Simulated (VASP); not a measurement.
# AgI (F-43m) in VASP: a series of runs, part 2 of 3

VASP 6.6.1. Earlier steps stand in the parts before.

### 3 Electric field gradients, r2SCAN

This run uses another cell than the first one, of 35.36 Å³/atom, 1.042 times its volume.

POSCAR

```
AgI
1.0
    0.0000000000      3.2820957782      3.2820957782
    3.2820957782      0.0000000000      3.2820957782
    3.2820957782      3.2820957782      0.0000000000
Ag I
1 1
Direct
    0.0000000000      0.0000000000      0.0000000000
    0.2500000000      0.2500000000      0.2500000000
```

INCAR.step1

```
PREC = Accurate ; ENCUT = 440
ISMEAR = -1 ; SIGMA = 0.02
LREAL = F ; LASPH = T
NELM = 120 ; NBANDS = 16
GGA = PE ; ALGO = Normal
EDIFF = 1E-5 ; LWAVE = T
LCHARG = F ; GGA_COMPAT = F
```

INCAR.step2

```
PREC = Accurate ; ENCUT = 440
EDIFF = 1E-8 ; ISMEAR = -1
SIGMA = 0.02 ; LREAL = F
LASPH = T ; NELM = 120
ALGO = Normal ; ISIF = 2
LWAVE = F ; LCHARG = F
METAGGA = R2SCAN ; LMIXTAU = T
LEFG = T ; NBANDS = 16
ISTART = 1 ; GGA_COMPAT = F
```

KPOINTS

```
regular mesh
0
Gamma
  6 6 6
```

Potentials or basis: VASP PAW PBE potentials, release 64 (Ag, I).

The run is started by

```sh
> cat potpaw_PBE.64/Ag/POTCAR potpaw_PBE.64/I/POTCAR > POTCAR
> cp INCAR.step1 INCAR
> mpirun -np 1 vasp_std > vasp.out
> cp INCAR.step2 INCAR
> mpirun -np 1 vasp_std > vasp.out
```

OUTCAR:

```text
PREC = Accurate
   ENCUT = 440
   EDIFF = 1E-8
   ISMEAR = -1
   LREAL = F
   LASPH = T
   NELM = 120
   ISIF = 2
   METAGGA = R2SCAN
   ISTART = 1

 ion  position               nearest neighbor table
   1  0.000  0.000  0.000-   2 2.84   2 2.84   2 2.84   2 2.84
   2  0.250  0.250  0.250-   1 2.84   1 2.84   1 2.84   1 2.84

  LATTYP: Found a face centered cubic cell.
 ALAT       =     6.5641915564

  Lattice vectors:

 A1 = (   0.0000000000,   3.2820957782,   3.2820957782)
 A2 = (   3.2820957782,   0.0000000000,   3.2820957782)
 A3 = (   3.2820957782,   3.2820957782,   0.0000000000)

Analysis of symmetry for initial positions (statically):
=====================================================================
 Subroutine PRICEL returns:
 Original cell was already a primitive cell.

 Routine SETGRP: Setting up the symmetry group for a
 face centered cubic supercell.

 Subroutine GETGRP returns: Found 24 space group operations
 (whereof 24 operations were pure point group operations)
 out of a pool of 48 trial point group operations.

The static configuration has the point symmetry T_d .

Analysis of symmetry for dynamics (positions and initial velocities):
=====================================================================
 Subroutine PRICEL returns:
 Original cell was already a primitive cell.

 Routine SETGRP: Setting up the symmetry group for a
 face centered cubic supercell.

 Subroutine GETGRP returns: Found 24 space group operations
 (whereof 24 operations were pure point group operations)
 out of a pool of 48 trial point group operations.

The dynamic configuration has the point symmetry T_d .

 Subroutine INISYM returns: Found 24 space group operations
 (whereof 24 operations are pure point group operations),
 and found     1 'primitive' translations

----------------------------------------------------------------------------------------

                                     Primitive cell

  volume of cell :      70.7105

  direct lattice vectors                    reciprocal lattice vectors
     0.000000000  3.282095778  3.282095778    -0.152341685  0.152341685  0.152341685
     3.282095778  0.000000000  3.282095778     0.152341685 -0.152341685  0.152341685
     3.282095778  3.282095778  0.000000000     0.152341685  0.152341685 -0.152341685

  length of vectors
     4.641584363  4.641584363  4.641584363     0.263863538  0.263863538  0.263863538

  position of ions in fractional coordinates (direct lattice)
     0.000000000  0.000000000  0.000000000
     0.250000000  0.250000000  0.250000000

  ion indices of the primitive-cell ions
   primitive index   ion index
                 1           1
                 2           2

----------------------------------------------------------------------------------------

 KPOINTS: regular mesh

Automatic generation of k-mesh.
[... 61 lines left out ...]
   IBRION =     -1    ionic relax: 0-MD 1-quasi-New 2-CG
   NFREE  =      0    steps in history (QN), initial steepest desc. (CG)
   ISIF   =      2    stress and relaxation
   ISYM   =      2    0-nonsym 1-usesym 2-fastsym
   POTIM  = 0.5000    time-step for ionic-motion
   TEBEG  =    0.0;   TEEND  =   0.0 temperature during run
   PSTRESS=    0.0 pullay stress
   NELECT =      18.0000    total number of electrons
   NUPDOWN=      -1.0000    fix difference up-down
   EMIN   =  10.00;   EMAX   =-10.00  energy-range for DOS
   EFERMI =   0.00;   METHOD = LEGACY
   ISMEAR =    -1;   SIGMA  =   0.02  broadening in eV -4-tet -1-fermi 0-gaus
   EFERMI_NEDOS =   21; number of points for ismear=-14 and -15
   IALGO  =     38    algorithm
   IMIX   =      4    mixing-type and parameters
     AMIX     =   0.40;   BMIX     =  1.00
     AMIX_MAG =   1.60;   BMIX_MAG =  1.00
  volume/ion in A,a.u.               =      35.36       238.59
  Fermi-wavevector in a.u.,A,eV,Ry     =   1.037539  1.960664 14.646496  1.076487
  Thomas-Fermi vector in A             =   2.171981
   LORBIT       =      0    0 simple, 1 ext, 2 COOP (PROOUT), +10 PAW based schemes
   METAGGA = R2SCAN    functional components
   LHFCALC =     F    Hartree Fock is set to
   AEXX    =    0.0000 exact exchange contribution
   IVDW    =     0    specifies the selected vdW correction
   LEPSILON=     F    determine dielectric tensor
   LRPA    =     F    only Hartree local field effects (RPA)
 non-spin polarized calculation
  energy-cutoff  :      440.00
  volume of cell :       70.71
 maximum number of plane-waves:      1524
   NGX = 15   NGY = 15   NGZ = 15

 number of electron      17.9999998 magnetization

 Free energy of the ion-electron system (eV)
  ---------------------------------------------------
  ext. energy  EPLUGINS =         0.00000000
  ---------------------------------------------------
  free energy    TOTEN  =       -46.52423015 eV

  energy without entropy =      -46.52423015  energy(sigma->0) =      -46.52423015

 E-fermi :   2.9799     XC(G=0):  -8.7889

 val. band max:        2.5210293008   @ k =   0.0000   0.0000   0.0000
 cond. band min:       4.3115658766   @ k =   0.0000   0.0000   0.0000
 fundamental gap:      1.7905365757
 Fermi energy:         2.9798744947

 k-point     1 :       0.0000    0.0000    0.0000
  band No.  band energies     occupation
      1     -10.5070      2.00000
      2      -1.6181      2.00000
      3      -1.6181      2.00000
      4      -1.6181      2.00000
      5      -0.4396      2.00000
      6      -0.4396      2.00000
[... 281 lines left out ...]
      3      -1.2103      2.00000
      4      -1.1154      2.00000
      5      -0.4475      2.00000
      6      -0.2056      2.00000
[... 8 lines left out ...]
     15      14.5419      0.00000
     16      14.7310      0.00000

------------------------ aborting loop because EDIFF is reached ----------------------------------------

  FORCE on cell =-STRESS in cart. coord.  units (eV):
  Direction    XX          YY          ZZ          XY          YZ          ZX
  --------------------------------------------------------------------------------------
  -------------------------------------------------------------------------------------
  Total        0.0359626      0.0359626      0.0359626      0.0000000      0.0000000      0.0000000
  in kB        0.8148494      0.8148494      0.8148494      0.0000000      0.0000000      0.0000000
  external PRESSURE =       0.8148494 kB  Pullay stress =       0.0000000 kB

 VOLUME and BASIS-vectors are now :
 -----------------------------------------------------------------------------
  energy-cutoff  :      440.00
  volume of cell :       70.71
      direct lattice vectors                 reciprocal lattice vectors
     0.000000000  3.282095778  3.282095778    -0.152341685  0.152341685  0.152341685
     3.282095778  0.000000000  3.282095778     0.152341685 -0.152341685  0.152341685
     3.282095778  3.282095778  0.000000000     0.152341685  0.152341685 -0.152341685

 POSITION                                       TOTAL-FORCE (eV/Angst)
 -----------------------------------------------------------------------------------
      0.00000      0.00000      0.00000         0.000000      0.000000      0.000000
      1.64105      1.64105      1.64105        -0.000000     -0.000000     -0.000000
 -----------------------------------------------------------------------------------
    total drift:                                0.000000      0.000000      0.000000

  FREE ENERGIE OF THE ION-ELECTRON SYSTEM (eV)
  ---------------------------------------------------
  free  energy   TOTEN  =       -46.5242301524 eV

  energy  without entropy=      -46.5242301524  energy(sigma->0) =      -46.52423015

 Electric field gradients (V/A^2)
---------------------------------------------------------------------
 ion       V_xx      V_yy      V_zz      V_xy      V_xz      V_yz
---------------------------------------------------------------------
   1       0.000     0.000     0.000    -0.002    -0.002    -0.002
   2       0.000    -0.000    -0.000    -0.000    -0.000    -0.000
---------------------------------------------------------------------

 Electric field gradients after diagonalization (V/A^2)
 (convention: |V_zz| > |V_xx| > |V_yy|)
----------------------------------------------------------------------
 ion       V_xx      V_yy      V_zz     asymmetry (V_yy - V_xx)/ V_zz
----------------------------------------------------------------------
   1       0.002     0.002    -0.003       0.000
   2       0.000     0.000    -0.001       0.000
----------------------------------------------------------------------

           NMR quadrupolar parameters

 Cq : quadrupolar parameter    Cq=e*Q*V_zz/h
 eta: asymmetry parameters     (V_yy - V_xx)/ V_zz
 Q  : nuclear electric quadrupole moment in mb (millibarn)
----------------------------------------------------------------------
 ion       Cq(MHz)       eta       Q (mb)
----------------------------------------------------------------------
   1      -0.000       0.000       1.000
   2      -0.000       0.000       1.000
----------------------------------------------------------------------
```

OUTCAR.step1:

```text
PREC = Accurate
   ENCUT = 440
   ISMEAR = -1
   LREAL = F
   LASPH = T
   NELM = 120
[... 511 lines left out ...]
 -----------------------------------------------------------------------------------
      0.00000      0.00000      0.00000         0.000000      0.000000      0.000000
      1.64105      1.64105      1.64105        -0.000000     -0.000000     -0.000000
 -----------------------------------------------------------------------------------
    total drift:                                0.000000      0.000000      0.000000

  FREE ENERGIE OF THE ION-ELECTRON SYSTEM (eV)
  ---------------------------------------------------
  free  energy   TOTEN  =        -4.7864144800 eV

  energy  without entropy=       -4.7864144800  energy(sigma->0) =       -4.78641448
```

OSZICAR.step1:

```text
N       E                     dE             d eps       ncg     rms          rms(c)
DAV:   1     0.805916466521E+02    0.80592E+02   -0.68861E+03   528   0.812E+02
DAV:   2    -0.208689096802E+01   -0.82679E+02   -0.76821E+02   632   0.179E+02
DAV:   3    -0.482687524985E+01   -0.27400E+01   -0.27349E+01   648   0.341E+01
DAV:   4    -0.487048258716E+01   -0.43607E-01   -0.43606E-01   752   0.407E+00
DAV:   5    -0.487072960603E+01   -0.24702E-03   -0.24702E-03   656   0.245E-01    0.483E+00
DAV:   6    -0.478648735478E+01    0.84242E-01   -0.23113E-01   568   0.669E+00    0.366E+00
DAV:   7    -0.478580819974E+01    0.67916E-03   -0.42648E-02   528   0.119E+00    0.158E+00
DAV:   8    -0.478612607779E+01   -0.31788E-03   -0.25468E-03   600   0.439E-01    0.255E-01
DAV:   9    -0.478633527883E+01   -0.20920E-03   -0.40230E-04   616   0.227E-01    0.576E-02
DAV:  10    -0.478637617233E+01   -0.40894E-04   -0.26377E-05   600   0.516E-02    0.205E-02
DAV:  11    -0.478641496941E+01   -0.38797E-04   -0.52398E-05   584   0.493E-02    0.146E-02
DAV:  12    -0.478641448004E+01    0.48938E-06   -0.20989E-06   488   0.145E-02
   1 F= -.47864145E+01 E0= -.47864145E+01  d E =-.510031E-11
```

Wall time 2.6 min (1 thread of Intel Xeon 8259CL, shared host); peak memory 0.19 GiB.

Results:

```
Free energy            : -46.5242 eV
Pressure               : 0.1 GPa
Band gap on the k mesh : 1.79 eV, direct
```

Levels at points of the mesh, in eV from the valence-band top:
```
           k point  band 6  band 7  band 8  band 9  band 10  band 11  band 12  band 13
(0.00, 0.00, 0.00)   -2.96    0.00    0.00    0.00     1.79     6.29     6.29     6.29
(0.50, 0.00, 0.00)   -2.93   -2.83   -0.69   -0.69     3.22     6.70     6.70     7.46
(0.50, 0.50, 0.00)   -2.85   -2.48   -1.72   -1.72     3.97     4.23     8.87    10.20
```

Caveat: without QUAD_EFG the Cq values of the log hold for a quadrupole moment of 1 mb, not for the nuclei; the PAW data sets were made with another functional, which shifts forces and pressure a little; spin-orbit coupling is left out, which moves the levels of the heavy elements. r2SCAN opens gaps a little over a GGA but as a rule still falls short of measured ones.

(Part 2 of 3 ends here.)
